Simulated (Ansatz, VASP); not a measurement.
**Two plane-wave programs on ZnCu**

```xyz
2
Lattice="2.9635 0.0000 0.0000 0.0000 2.9635 0.0000 0.0000 0.0000 2.9635" Properties=species:S:1:pos:R:3 pbc="T T T"
Zn    1.4818    1.4818    1.4818
Cu    0.0000    0.0000    0.0000
```

Alike in both runs: functional PBE; k mesh 14 × 14 × 14; occupations gaussian, width 0.1 eV; no spin polarisation.

Ansatz relaxed the structure, and its values are those at the end. VASP's run is a single point on that final structure, the one shown.

|  | VASP | Ansatz |
| --- | --- | --- |
| version | VASP 6.6.1 | Ansatz 0.2.0 |
| potentials or method | VASP PAW PBE potentials, release 64 (Zn, Cu), cutoff 520 eV | scalar-relativistic, plane waves, PAW |
| valence electrons in the cell | 23 | 31 |

|  | VASP | Ansatz | Ansatz less VASP |
| --- | --- | --- | --- |
| gap on the k mesh at the Fermi level (eV) | none | none | - |
| pressure (GPa) | 0.5 | 0.0 | -0.50 |

A gap of «none» marks a metal or a gap that the smearing closes. VASP's potentials hold 23 valence electrons a cell and Ansatz's 31, so a difference there can come from the potentials and not from the codes.
